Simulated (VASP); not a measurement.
**BaTiO3: electric field gradients with LDA**

BaTiO3:

```
Ba Ti O
1.0
     4.00730    0.02004    0.02004
     0.02004    4.00730    0.02004
     0.02004    0.02004    4.00730
Ba Ti O
1 1 3
Direct
  0.50000 0.50000 0.50000
  0.00000 0.00000 0.00000
  0.50000 0.00000 0.00000
  0.00000 0.50000 0.00000
  0.00000 0.00000 0.50000
```

This cell differs from its parent crystal: equal xy, yz and zx shear strains of +1 %.

- Program: VASP 6.6.1
- Task: electric field gradients
- Functional: LDA
- Potentials or basis: VASP PAW LDA potentials, release 64 (Ba_sv, Ti_sv, O)
- Cutoff: 520 eV
- k mesh: 8 × 8 × 8
- Occupations: fermi-dirac, width 0.05 eV
- Spin: no spin polarisation
- Dipole correction: no
- Further INCAR settings: ALGO = Normal; EDIFF = 1e-08; NBANDS = 28

```yaml
Pressure: -7.4 GPa
Band_gap_on_the_k_mesh: 1.62 eV, indirect (least direct gap 1.75 eV)
```

Stress tensor (GPa, compression positive):
```
-7.41 -1.22 -1.22
-1.22 -7.41 -1.22
-1.22 -1.22 -7.41
```

Levels at points of the mesh, in eV from the valence-band top:
```csv
k point,band 16,band 17,band 18,band 19,band 20,band 21,band 22,band 23,band 24,band 25
"(0.00, 0.00, 0.00)",-1.13,-1.08,-0.21,-0.12,-0.12,1.62,1.62,1.67,3.91,3.91
"(0.50, 0.00, 0.00)",-1.98,-1.89,-1.84,-0.78,-0.69,1.80,3.42,3.44,3.92,5.91
"(0.50, 0.50, 0.00)",-2.74,-1.75,-0.90,-0.86,-0.10,3.43,3.45,3.84,4.76,7.65
"(0.50, 0.50, 0.50)",-2.39,-2.39,-0.02,0.00,0.00,4.10,4.10,4.13,6.59,6.59
```

Electric field gradients, principal values (V/Å²):
```
atom    least   middle  greatest (by size)
1 Ba   -7.063   -7.063              14.127
2 Ti    1.867    1.867              -3.734
 3 O  -10.860  -10.981              21.840
 4 O  -10.860  -10.981              21.840
 5 O  -10.860  -10.981              21.840
```

It took 2.9 min on 1 thread of AMD EPYC 7R43 64-Core Processor (Zen 3) (shared host), peak memory 0.2 GiB.

Caveat: the cell differs from its parent crystal (equal xy, yz and zx shear strains of +1 %); without QUAD_EFG the Cq values of the log hold for a quadrupole moment of 1 mb, not for the nuclei; spin-orbit coupling is left out, which moves the levels of the heavy elements. A k mesh can miss the band edges.
